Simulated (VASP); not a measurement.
# Be (P6/mmm) in VASP: notebook

The runs below take Be through single point, relaxation of shape and atoms at fixed volume, relaxation of cell and atoms, with PBE.

Everything below comes from runs of VASP 6.6.1. Logs are shortened: lines on timing, memory, paths and dates and some standing lists are left out, and cuts for length are marked.

### Step 1. The cell of the first run

The structure is hexagonal, space group P6/mmm (No. 191). Conventional cell: a = 2.143 Å, b = 2.143 Å, c = 2.463 Å, α = 90.00°, β = 90.00°, γ = 120.00°. Be (site symmetry 6/mmm) has 8 Be at 2.14 to 2.46 Å within 2.8 Å.

### Step 2. Single point, PBE

INCAR reads:

```
SYSTEM = Be
PREC     = Accurate       ! precision mode
ENCUT    = 520            ! plane-wave cutoff, eV
EDIFF    = 1E-6           ! SCF threshold, eV
ISMEAR   = -1             ! smearing method
SIGMA    = 0.05           ! smearing width, eV
LREAL    = .False.        ! projectors in reciprocal space
LASPH    = .True.         ! aspherical terms in the spheres
NELM     = 80             ! most SCF steps
ALGO     = Normal         ! electronic algorithm
ISIF     = 2              ! what is computed and relaxed
LWAVE    = .False.        ! write WAVECAR
LCHARG   = .True.         ! write CHGCAR
GGA      = PE             ! functional
LELF     = .True.         ! ELF
LVHAR    = .True.       
NBANDS   = 7              ! bands
```

KPOINTS reads:

```
regular mesh
0
Gamma
  20 20 18
  0 0 0
```

POSCAR reads:

```
Be
1.0
    2.1433499700      0.0000000000      0.0000000000
   -1.0716749850      1.8561955232      0.0000000000
    0.0000000000      0.0000000000      2.4629154351
Be
1
Direct
    0.0000000000      0.0000000000      0.0000000000
```

Potentials or basis: VASP PAW PBE potentials, release 64 (Be).

Launch:

```sh
> cat potpaw_PBE.64/Be/POTCAR > POTCAR
> mpirun -np 1 vasp_std > vasp.out
```

OUTCAR:

```text
SYSTEM = Be
   PREC = Accurate
   ENCUT = 520
   EDIFF = 1E-6
   ISMEAR = -1
   LREAL = .False.
   LASPH = .True.
   NELM = 80
   ISIF = 2
   GGA = PE

 ion  position               nearest neighbor table
   1  0.000  0.000  0.000-

  LATTYP: Found a hexagonal cell.
 ALAT       =     2.1433499700
 C/A-ratio  =     1.1490962603

  Lattice vectors:

 A1 = (   2.1433499700,   0.0000000000,   0.0000000000)
 A2 = (  -1.0716749850,   1.8561955232,   0.0000000000)
 A3 = (   0.0000000000,   0.0000000000,   2.4629154351)

Analysis of symmetry for initial positions (statically):
=====================================================================
 Subroutine PRICEL returns:
 Original cell was already a primitive cell.

 Routine SETGRP: Setting up the symmetry group for a
 hexagonal supercell.

 Subroutine GETGRP returns: Found 24 space group operations
 (whereof 24 operations were pure point group operations)
 out of a pool of 24 trial point group operations.

The static configuration has the point symmetry D_6h.

Analysis of symmetry for dynamics (positions and initial velocities):
=====================================================================
 Subroutine PRICEL returns:
 Original cell was already a primitive cell.

 Routine SETGRP: Setting up the symmetry group for a
 hexagonal supercell.

 Subroutine GETGRP returns: Found 24 space group operations
 (whereof 24 operations were pure point group operations)
 out of a pool of 24 trial point group operations.

The dynamic configuration has the point symmetry D_6h.

 Subroutine INISYM returns: Found 24 space group operations
 (whereof 24 operations are pure point group operations),
 and found     1 'primitive' translations

----------------------------------------------------------------------------------------

                                     Primitive cell

  volume of cell :       9.7987

  direct lattice vectors                    reciprocal lattice vectors
     2.143349970  0.000000000  0.000000000     0.466559365  0.269368175  0.000000000
    -1.071674985  1.856195523  0.000000000     0.000000000  0.538736349  0.000000000
     0.000000000  0.000000000  2.462915435     0.000000000  0.000000000  0.406022873

  length of vectors
     2.143349970  2.143349970  2.462915435     0.538736349  0.538736349  0.406022873

  position of ions in fractional coordinates (direct lattice)
     0.000000000  0.000000000  0.000000000

  ion indices of the primitive-cell ions
   primitive index   ion index
                 1           1

----------------------------------------------------------------------------------------

 KPOINTS: regular mesh

Automatic generation of k-mesh.
 Grid dimensions read from file:
 generate k-points for:   20   20   18

 Generating k-lattice:

  Cartesian coordinates                     Fractional coordinates (reciprocal lattice)
     0.023327968  0.013468409  0.000000000     0.050000000  0.000000000  0.000000000
     0.000000000  0.026936817  0.000000000     0.000000000  0.050000000  0.000000000
     0.000000000  0.000000000  0.022556826     0.000000000  0.000000000  0.055555556

  Length of vectors
     0.026936817  0.026936817  0.022556826

  Shift w.r.t. Gamma in fractional coordinates (k-lattice)
     0.000000000  0.000000000  0.000000000

 Subroutine IBZKPT returns following result:
 ===========================================

 Found    440 irreducible k-points:

 Following reciprocal coordinates:
            Coordinates               Weight
  0.000000  0.000000  0.000000      1.000000
  0.050000 -0.000000  0.000000      6.000000
  0.100000 -0.000000  0.000000      6.000000
  0.150000 -0.000000  0.000000      6.000000
  0.200000 -0.000000  0.000000      6.000000
  0.250000 -0.000000  0.000000      6.000000
[... 16 lines left out ...]
  0.200000  0.100000  0.000000     12.000000
  0.250000  0.100000  0.000000     12.000000
 [... further k-points ...]
   k-points           NKPTS =    440   k-points in BZ     NKDIM =    440   number of bands    NBANDS=      7
   number of dos      NEDOS =    301   number of ions     NIONS =      1
   total plane-waves  NPLWV =   4608
   dimension x,y,z NGX =    16 NGY =   16 NGZ =   18
   dimension x,y,z NGXF=    32 NGYF=   32 NGZF=   36
   ions per type =               1
   NGX,Y,Z   is equivalent  to a cutoff of  12.41, 12.41, 12.15 a.u.
   NGXF,Y,Z  is equivalent  to a cutoff of  24.82, 24.82, 24.30 a.u.
 SYSTEM =  Be
   PREC   = accura    normal or accurate (medium, high low for compatibility)
   ISTART =      0    job   : 0-new  1-cont  2-samecut
   ICHARG =      2    charge: 1-file 2-atom 10-const
   ISPIN  =      1    spin polarized calculation?
   LNONCOLLINEAR =      F non collinear calculations
   LSORBIT =      F    spin-orbit coupling
   LASPH  =      T    aspherical Exc in radial PAW
   ENCUT  =  520.0 eV  38.22 Ry    6.18 a.u.   3.99  3.99  4.58*2*pi/ulx,y,z
   NELM   =     80;   NELMIN=  2; NELMDL= -5     # of ELM steps
   EDIFF  = 0.1E-05   stopping-criterion for ELM
   LREAL  =      F    real-space projection
   EDIFFG = 0.1E-04   stopping-criterion for IOM
   NSW    =      0    number of steps for IOM
   IBRION =     -1    ionic relax: 0-MD 1-quasi-New 2-CG
   NFREE  =      0    steps in history (QN), initial steepest desc. (CG)
   ISIF   =      2    stress and relaxation
   ISYM   =      2    0-nonsym 1-usesym 2-fastsym
   POTIM  = 0.5000    time-step for ionic-motion
   TEBEG  =    0.0;   TEEND  =   0.0 temperature during run
   PSTRESS=    0.0 pullay stress
   NELECT =       2.0000    total number of electrons
   NUPDOWN=      -1.0000    fix difference up-down
   EMIN   =  10.00;   EMAX   =-10.00  energy-range for DOS
   EFERMI =   0.00;   METHOD = LEGACY
   ISMEAR =    -1;   SIGMA  =   0.05  broadening in eV -4-tet -1-fermi 0-gaus
   EFERMI_NEDOS =   21; number of points for ismear=-14 and -15
   IALGO  =     38    algorithm
   IMIX   =      4    mixing-type and parameters
     AMIX     =   0.40;   BMIX     =  1.00
     AMIX_MAG =   1.60;   BMIX_MAG =  1.00
  volume/ion in A,a.u.               =       9.80        66.12
  Fermi-wavevector in a.u.,A,eV,Ry     =   0.963894  1.821496 12.641066  0.929092
  Thomas-Fermi vector in A             =   2.093479
   LORBIT       =      0    0 simple, 1 ext, 2 COOP (PROOUT), +10 PAW based schemes
   GGA     = PE    functional components
   LHFCALC =     F    Hartree Fock is set to
   AEXX    =    0.0000 exact exchange contribution
   IVDW    =     0    specifies the selected vdW correction
   LEPSILON=     F    determine dielectric tensor
   LRPA    =     F    only Hartree local field effects (RPA)
 non-spin polarized calculation
  energy-cutoff  :      520.00
  volume of cell :        9.80
 maximum number of plane-waves:       278
 NGX is ok and might be reduce to    16
   NGX =  7   NGY =  7   NGZ =  9

 number of electron       2.0000000 magnetization

 Free energy of the ion-electron system (eV)
  ---------------------------------------------------
  ext. energy  EPLUGINS =         0.00000000
  ---------------------------------------------------
  free energy    TOTEN  =        -3.26208788 eV

  energy without entropy =       -3.26000816  energy(sigma->0) =       -3.26104802

 E-fermi :   4.5699     XC(G=0):  -9.8272

 val. band max:        4.5684167155   @ k =   0.3000   0.3000   0.2222
 cond. band min:       4.5756758707   @ k =   0.5000  -0.0000   0.4444
 fundamental gap:      0.0072591552
 Fermi energy:         4.5699189127

 k-point     1 :       0.0000    0.0000    0.0000
  band No.  band energies     occupation
      1      -4.7808      2.00000
      2      12.9443      0.00000
      3      19.6572      0.00000
      4      25.2076      0.00000
      5      25.2076      0.00000
      6      35.6183      0.00000
      7      35.6183      0.00000

 k-point     2 :       0.0500   -0.0000    0.0000
  band No.  band energies     occupation
      1      -4.6987      2.00000
      2      13.0423      0.00000
      3      19.5604      0.00000
      4      24.8887      0.00000
      5      24.9581      0.00000
      6      33.8968      0.00000
      7      36.1318      0.00000

 k-point     3 :       0.1000   -0.0000    0.0000
  band No.  band energies     occupation
      1      -4.4524      2.00000
      2      13.3354      0.00000
      3      19.2035      0.00000
      4      24.0889      0.00000
      5      24.2210      0.00000
      6      32.2626      0.00000
      7      37.5087      0.00000

 k-point     4 :       0.1500   -0.0000    0.0000
  band No.  band energies     occupation
      1      -4.0431      2.00000
      2      13.8203      0.00000
      3      18.3671      0.00000
      4      23.0812      0.00000
      5      23.2970      0.00000
      6      31.4604      0.00000
      7      39.4496      0.00000

 k-point     5 :       0.2000   -0.0000    0.0000
  band No.  band energies     occupation
      1      -3.4729      2.00000
      2      14.4903      0.00000
      3      16.8600      0.00000
      4      22.0545      0.00000
      5      22.7300      0.00000
      6      31.1642      0.00000
      7      39.9155      0.00000
[... 161 lines left out ...]
 k-point    22 :       0.1500    0.1000    0.0000
  band No.  band energies     occupation
      1      -3.2276      2.00000
      2      14.7746      0.00000
      3      17.0330      0.00000
      4      19.1184      0.00000
      5      24.3461      0.00000
      6      31.7838      0.00000
      7      38.7992      0.00000

 k-point    23 :       0.2000    0.1000    0.0000
  band No.  band energies     occupation
      1      -2.5001      2.00000
      2      15.1333      0.00000
      3      15.6113      0.00000
      4      18.0918      0.00000
      5      24.5192      0.00000
      6      31.9146      0.00000
      7      37.4958      0.00000

 k-point    24 :       0.2500    0.1000    0.0000
  band No.  band energies     occupation
      1      -1.6239      2.00000
      2      12.9488      0.00000
      3      16.5960      0.00000
      4      17.4700      0.00000
      5      24.8465      0.00000
      6      31.7915      0.00000
      7      35.0478      0.00000

 [... further k-points ...]
[... 5 lines left out ...]
  --------------------------------------------------------------------------------------
  -------------------------------------------------------------------------------------
  Total        0.0105773      0.0105773      0.0019877      0.0000000      0.0000000     -0.0000000
  in kB        1.7294938      1.7294938      0.3250164      0.0000000      0.0000000     -0.0000000
  external PRESSURE =       1.2613347 kB  Pullay stress =       0.0000000 kB

 VOLUME and BASIS-vectors are now :
 -----------------------------------------------------------------------------
  energy-cutoff  :      520.00
  volume of cell :        9.80
      direct lattice vectors                 reciprocal lattice vectors
     2.143349970  0.000000000  0.000000000     0.466559365  0.269368175  0.000000000
    -1.071674985  1.856195523  0.000000000     0.000000000  0.538736349  0.000000000
     0.000000000  0.000000000  2.462915435     0.000000000  0.000000000  0.406022873

 POSITION                                       TOTAL-FORCE (eV/Angst)
 -----------------------------------------------------------------------------------
      0.00000      0.00000      0.00000         0.000000      0.000000      0.000000
 -----------------------------------------------------------------------------------
    total drift:                               -0.000000      0.000000      0.000000

  FREE ENERGIE OF THE ION-ELECTRON SYSTEM (eV)
  ---------------------------------------------------
  free  energy   TOTEN  =        -3.2620878811 eV

  energy  without entropy=       -3.2600081597  energy(sigma->0) =       -3.26104802
```

Run time: 7.2 s. Hardware: 1 thread of Intel Xeon Platinum 8488C (Sapphire Rapids), shared host; peak memory 0.13 GiB.

What came out:

```yaml
Free_energy: -3.2621 eV
Pressure: 0.1 GPa
Band_gap_on_the_k_mesh: zero (band 1 reaches 7.56 eV, above the bottom of band 2 at 0.81 eV)
```

Stress tensor (GPa, compression positive):
```
0.17 0.00 0.00
0.00 0.17 0.00
0.00 0.00 0.03
```

(Part 1 of 2 ends here.)
